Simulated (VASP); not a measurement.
# Ta3I (Im-3m) in VASP: single point with PBE

Aim: the single point of Ta3I with PBE.

Program: VASP 6.6.1. These are calculated values, not measurements. Logs are shortened: lines on timing, memory, paths and dates and some standing lists are left out, and cuts for length are marked.

### 1 The cell of the first run

Symmetry: Im-3m, No. 229, cubic system. The conventional cell has a = 6.115 Å, b = 6.115 Å, c = 6.115 Å, α = 90.00°, β = 90.00°, γ = 90.00°. Within 4.0 Å of Ta (site symmetry 4/mmm) lie 4 Ta at 3.06 Å and 2 I at 3.06 Å. I (site symmetry m-3m) has 6 Ta at 3.06 Å within 4.0 Å.

The cell was built from a structure type or drawn by symmetry, and may not be a known phase.

### 2 Single point, PBE

The input, INCAR:

```
SYSTEM = Ta3I
ALGO = Normal
EDIFF = 1E-7
ENCUT = 520
GGA = PE
ISIF = 2
ISMEAR = 0
LASPH = .True.
LCHARG = .False.
LREAL = .False.
LWAVE = .False.
NBANDS = 28
NELM = 100
PREC = Accurate
SIGMA = 0.1
```

The input, KPOINTS:

```
k-points
0
Gamma
  4 4 4
  0 0 0
```

The input, POSCAR:

```
Ta3I
1.0
   -3.0577239000      3.0577239000      3.0577239000
    3.0577239000     -3.0577239000      3.0577239000
    3.0577239000      3.0577239000     -3.0577239000
Ta I
3 1
Direct
    0.0000000000      0.5000000000      0.5000000000
    0.5000000000      0.0000000000      0.5000000000
    0.5000000000      0.5000000000      0.0000000000
    0.0000000000      0.0000000000      0.0000000000
```

Potentials or basis: VASP PAW PBE potentials, release 64 (Ta_pv, I).

Command:

```bash
> cat potpaw_PBE.64/Ta_pv/POTCAR potpaw_PBE.64/I/POTCAR > POTCAR
> mpirun -np 1 vasp_std > vasp.out
```

OUTCAR:

```text
SYSTEM = Ta3I
   EDIFF = 1E-7
   ENCUT = 520
   GGA = PE
   ISIF = 2
   ISMEAR = 0
   LASPH = .True.
   LREAL = .False.
   NELM = 100
   PREC = Accurate

 ion  position               nearest neighbor table
   1  0.000  0.500  0.500-   2 3.06   3 3.06   4 3.06   4 3.06   3 3.06   2 3.06
   2  0.500  0.000  0.500-   1 3.06   3 3.06   4 3.06   3 3.06   4 3.06   1 3.06
   3  0.500  0.500  0.000-   1 3.06   2 3.06   4 3.06   2 3.06   1 3.06   4 3.06
   4  0.000  0.000  0.000-   1 3.06   2 3.06   3 3.06   1 3.06   2 3.06   3 3.06

  LATTYP: Found a body centered cubic cell.
 ALAT       =     6.1154478000

  Lattice vectors:

 A1 = (  -3.0577239000,   3.0577239000,   3.0577239000)
 A2 = (   3.0577239000,  -3.0577239000,   3.0577239000)
 A3 = (   3.0577239000,   3.0577239000,  -3.0577239000)

Analysis of symmetry for initial positions (statically):
=====================================================================
 Subroutine PRICEL returns:
 Original cell was already a primitive cell.

 Routine SETGRP: Setting up the symmetry group for a
 body centered cubic supercell.

 Subroutine GETGRP returns: Found 48 space group operations
 (whereof 48 operations were pure point group operations)
 out of a pool of 48 trial point group operations.

The static configuration has the point symmetry O_h .

Analysis of symmetry for dynamics (positions and initial velocities):
=====================================================================
 Subroutine PRICEL returns:
 Original cell was already a primitive cell.

 Routine SETGRP: Setting up the symmetry group for a
 body centered cubic supercell.

 Subroutine GETGRP returns: Found 48 space group operations
 (whereof 48 operations were pure point group operations)
 out of a pool of 48 trial point group operations.

The dynamic configuration has the point symmetry O_h .

 Subroutine INISYM returns: Found 48 space group operations
 (whereof 48 operations are pure point group operations),
 and found     1 'primitive' translations

----------------------------------------------------------------------------------------

                                     Primitive cell

  volume of cell :     114.3549

  direct lattice vectors                    reciprocal lattice vectors
    -3.057723900  3.057723900  3.057723900     0.000000000  0.163520323  0.163520323
     3.057723900 -3.057723900  3.057723900     0.163520323  0.000000000  0.163520323
     3.057723900  3.057723900 -3.057723900     0.163520323  0.163520323  0.000000000

  length of vectors
     5.296133150  5.296133150  5.296133150     0.231252659  0.231252659  0.231252659

  position of ions in fractional coordinates (direct lattice)
     0.000000000  0.500000000  0.500000000
     0.500000000  0.000000000  0.500000000
     0.500000000  0.500000000  0.000000000
     0.000000000  0.000000000  0.000000000

  ion indices of the primitive-cell ions
   primitive index   ion index
                 1           1
                 2           2
                 3           3
                 4           4

----------------------------------------------------------------------------------------

 KPOINTS: k-points

Automatic generation of k-mesh.
 Grid dimensions read from file:
 generate k-points for:    4    4    4

 Generating k-lattice:

  Cartesian coordinates                     Fractional coordinates (reciprocal lattice)
     0.000000000  0.040880081  0.040880081     0.250000000  0.000000000  0.000000000
     0.040880081  0.000000000  0.040880081     0.000000000  0.250000000  0.000000000
     0.040880081  0.040880081  0.000000000     0.000000000  0.000000000  0.250000000

  Length of vectors
     0.057813165  0.057813165  0.057813165

  Shift w.r.t. Gamma in fractional coordinates (k-lattice)
     0.000000000  0.000000000  0.000000000

 Subroutine IBZKPT returns following result:
 ===========================================

 Found      8 irreducible k-points:

 Following reciprocal coordinates:
            Coordinates               Weight
  0.000000  0.000000  0.000000      1.000000
  0.250000  0.000000  0.000000     12.000000
  0.500000  0.000000  0.000000      6.000000
  0.250000  0.250000  0.000000     24.000000
  0.250000  0.250000  0.250000      2.000000
 -0.250000  0.250000  0.250000      6.000000
  0.500000  0.500000  0.250000     12.000000
  0.500000  0.500000  0.500000      1.000000
   k-points           NKPTS =      8   k-points in BZ     NKDIM =      8   number of bands    NBANDS=     28
   number of dos      NEDOS =    301   number of ions     NIONS =      4
   total plane-waves  NPLWV =  64000
   dimension x,y,z NGX =    40 NGY =   40 NGZ =   40
   dimension x,y,z NGXF=    80 NGYF=   80 NGZF=   80
   ions per type =               3   1
   NGX,Y,Z   is equivalent  to a cutoff of  12.56, 12.56, 12.56 a.u.
   NGXF,Y,Z  is equivalent  to a cutoff of  25.11, 25.11, 25.11 a.u.
 SYSTEM =  Ta3I
   PREC   = accura    normal or accurate (medium, high low for compatibility)
   ISTART =      0    job   : 0-new  1-cont  2-samecut
   ICHARG =      2    charge: 1-file 2-atom 10-const
   ISPIN  =      1    spin polarized calculation?
   LNONCOLLINEAR =      F non collinear calculations
   LSORBIT =      F    spin-orbit coupling
   LASPH  =      T    aspherical Exc in radial PAW
   ENCUT  =  520.0 eV  38.22 Ry    6.18 a.u.   9.85  9.85  9.85*2*pi/ulx,y,z
   NELM   =    100;   NELMIN=  2; NELMDL= -5     # of ELM steps
   EDIFF  = 0.1E-06   stopping-criterion for ELM
   LREAL  =      F    real-space projection
   EDIFFG = 0.1E-05   stopping-criterion for IOM
   NSW    =      0    number of steps for IOM
   IBRION =     -1    ionic relax: 0-MD 1-quasi-New 2-CG
   NFREE  =      0    steps in history (QN), initial steepest desc. (CG)
   ISIF   =      2    stress and relaxation
   ISYM   =      2    0-nonsym 1-usesym 2-fastsym
   POTIM  = 0.5000    time-step for ionic-motion
   TEBEG  =    0.0;   TEEND  =   0.0 temperature during run
   PSTRESS=    0.0 pullay stress
   NELECT =      40.0000    total number of electrons
   NUPDOWN=      -1.0000    fix difference up-down
   EMIN   =  10.00;   EMAX   =-10.00  energy-range for DOS
   EFERMI =   0.00;   METHOD = LEGACY
   ISMEAR =     0;   SIGMA  =   0.10  broadening in eV -4-tet -1-fermi 0-gaus
   EFERMI_NEDOS =   21; number of points for ismear=-14 and -15
   IALGO  =     38    algorithm
   IMIX   =      4    mixing-type and parameters
     AMIX     =   0.40;   BMIX     =  1.00
     AMIX_MAG =   1.60;   BMIX_MAG =  1.00
  volume/ion in A,a.u.               =      28.59       192.93
  Fermi-wavevector in a.u.,A,eV,Ry     =   1.153480  2.179760 18.102756  1.330515
  Thomas-Fermi vector in A             =   2.290123
   LORBIT       =      0    0 simple, 1 ext, 2 COOP (PROOUT), +10 PAW based schemes
   GGA     = PE    functional components
   LHFCALC =     F    Hartree Fock is set to
   AEXX    =    0.0000 exact exchange contribution
   IVDW    =     0    specifies the selected vdW correction
   LEPSILON=     F    determine dielectric tensor
   LRPA    =     F    only Hartree local field effects (RPA)
 non-spin polarized calculation
 Gauss-broadening in eV      SIGMA  =   0.10
  energy-cutoff  :      520.00
  volume of cell :      114.35
 maximum number of plane-waves:      3132
   NGX = 19   NGY = 19   NGZ = 19

 number of electron      39.9999989 magnetization

 Free energy of the ion-electron system (eV)
  ---------------------------------------------------
  ext. energy  EPLUGINS =         0.00000000
  ---------------------------------------------------
  free energy    TOTEN  =       -29.54798879 eV

  energy without entropy =      -29.48985546  energy(sigma->0) =      -29.51892213

 E-fermi :   4.3143     XC(G=0): -10.2150

 val. band max:        4.3107787570   @ k =   0.2500   0.0000   0.0000
 cond. band min:       4.3171738368   @ k =  -0.2500   0.2500   0.2500
 fundamental gap:      0.0063950798
 Fermi energy:         4.3143106104

 k-point     1 :       0.0000    0.0000    0.0000
  band No.  band energies     occupation
      1     -30.9830      2.00000
      2     -30.9830      2.00000
      3     -30.9830      2.00000
      4     -30.7034      2.00000
      5     -30.7034      2.00000
      6     -30.7034      2.00000
[... 20 lines left out ...]
     27       7.2597      0.00000
     28       7.2632      0.00000

 k-point     2 :       0.2500    0.0000    0.0000
  band No.  band energies     occupation
      1     -30.9858      2.00000
      2     -30.9827      2.00000
      3     -30.9803      2.00000
      4     -30.7038      2.00000
      5     -30.6488      2.00000
      6     -30.6468      2.00000
[... 20 lines left out ...]
     27       6.6251      0.00000
     28       6.8049      0.00000

 k-point     3 :       0.5000    0.0000    0.0000
  band No.  band energies     occupation
      1     -30.9887      2.00000
      2     -30.9825      2.00000
      3     -30.9777      2.00000
      4     -30.7042      2.00000
      5     -30.5144      2.00000
      6     -30.5118      2.00000
[... 20 lines left out ...]
     27       6.7095      0.00000
     28       6.9656      0.00000

 k-point     4 :       0.2500    0.2500    0.0000
  band No.  band energies     occupation
      1     -30.9900      2.00000
      2     -30.9802      2.00000
      3     -30.9788      2.00000
      4     -30.6489      2.00000
      5     -30.6471      2.00000
      6     -30.5112      2.00000
[... 20 lines left out ...]
     27       6.3187      0.00000
     28       6.4734      0.00000

 k-point     5 :       0.2500    0.2500    0.2500
  band No.  band energies     occupation
      1     -30.9933      2.00000
      2     -30.9770      2.00000
      3     -30.9770      2.00000
      4     -30.5153      2.00000
      5     -30.5153      2.00000
      6     -30.5153      2.00000
[... 20 lines left out ...]
     27       5.5149      0.00000
     28       5.5149      0.00000

 k-point     6 :      -0.2500    0.2500    0.2500
  band No.  band energies     occupation
      1     -30.9840      2.00000
      2     -30.9836      2.00000
      3     -30.9836      2.00000
      4     -30.7032      2.00000
      5     -30.7032      2.00000
      6     -30.5109      2.00000
[... 20 lines left out ...]
     27       6.7570      0.00000
     28       7.1854      0.00000

 k-point     7 :       0.5000    0.5000    0.2500
  band No.  band energies     occupation
      1     -30.9873      2.00000
      2     -30.9844      2.00000
      3     -30.9819      2.00000
      4     -30.7026      2.00000
      5     -30.6475      2.00000
      6     -30.6458      2.00000
[... 20 lines left out ...]
     27       6.4921      0.00000
     28       6.5350      0.00000

 k-point     8 :       0.5000    0.5000    0.5000
  band No.  band energies     occupation
      1     -30.9863      2.00000
      2     -30.9863      2.00000
      3     -30.9863      2.00000
      4     -30.7011      2.00000
      5     -30.7011      2.00000
      6     -30.7011      2.00000
[... 20 lines left out ...]
     27       6.8092      0.00000
     28       6.8092      0.00000

------------------------ aborting loop because EDIFF is reached ----------------------------------------

  FORCE on cell =-STRESS in cart. coord.  units (eV):
  Direction    XX          YY          ZZ          XY          YZ          ZX
  --------------------------------------------------------------------------------------
  -------------------------------------------------------------------------------------
  Total      -11.9406118    -11.9406118    -11.9406118     -0.0000000      0.0000000     -0.0000000
  in kB     -167.2947705   -167.2947705   -167.2947705     -0.0000000      0.0000000     -0.0000000
  external PRESSURE =    -167.2947705 kB  Pullay stress =       0.0000000 kB

 VOLUME and BASIS-vectors are now :
 -----------------------------------------------------------------------------
  energy-cutoff  :      520.00
  volume of cell :      114.35
      direct lattice vectors                 reciprocal lattice vectors
    -3.057723900  3.057723900  3.057723900     0.000000000  0.163520323  0.163520323
     3.057723900 -3.057723900  3.057723900     0.163520323  0.000000000  0.163520323
     3.057723900  3.057723900 -3.057723900     0.163520323  0.163520323  0.000000000

 POSITION                                       TOTAL-FORCE (eV/Angst)
 -----------------------------------------------------------------------------------
      3.05772      0.00000      0.00000         0.000000     -0.000000     -0.000000
      0.00000      3.05772      0.00000        -0.000000     -0.000000      0.000000
      0.00000      0.00000      3.05772        -0.000000      0.000000      0.000000
      0.00000      0.00000      0.00000        -0.000000     -0.000000     -0.000000
 -----------------------------------------------------------------------------------
    total drift:                               -0.000000     -0.000000      0.000000

  FREE ENERGIE OF THE ION-ELECTRON SYSTEM (eV)
  ---------------------------------------------------
  free  energy   TOTEN  =       -29.5479887942 eV

  energy  without entropy=      -29.4898554575  energy(sigma->0) =      -29.51892213
```

Wall time 55 s (1 thread of AMD EPYC 7R43 (Zen 3), shared host); peak memory 0.21 GiB.

Results:

- Free energy: -29.5480 eV
- Pressure: -16.7 GPa
- Band gap on the k mesh: zero (bands 20 and 21 overlap by 0.20 eV)

Caveat: the k points lie up to 0.36 Å⁻¹ apart; spin-orbit coupling is left out, which moves the levels of the heavy elements.
